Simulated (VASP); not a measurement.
The system is MgO.

```
Mg O
1.0
     0.00000    2.08093    2.08093
     2.08093    0.00000    2.08093
     2.08093    2.08093    0.00000
Mg O
1 1
Direct
  0.00000 0.00000 0.00000
  0.50000 0.50000 0.50000
```

This cell differs from its parent crystal: volume scaled by 0.97.

Base run:

```yaml
Program: VASP 6.6.1
Functional: r2SCAN
Potentials_or_basis: VASP PAW PBE potentials, release 64 (Mg_sv, O)
Cutoff: 660 eV
k_mesh: 10 × 10 × 10
Occupations: gaussian, width 0.02 eV
Spin: no spin polarisation
```

Its results: band gap on the k mesh 6.03 eV, direct; pressure 4.9 GPa.

Problem. The run is repeated on the same cell with these changes: potentials or basis from VASP PAW PBE potentials, release 64 (Mg_sv, O) to VASP PAW PBE potentials, release 64 (Mg, O); cutoff from 660 eV to 520 eV; further incar settings from ALGO = Normal; EDIFF = 1e-06; NBANDS = 15 to ALGO = Normal; EDIFF = 1e-06; NBANDS = 11; valence electrons from 16 to 8. What comes out?

Solution. Band gap on the k mesh 5.98 eV, direct; pressure 4.3 GPa.

Caveats: the PAW data sets were made with another functional, which shifts forces and pressure a little.

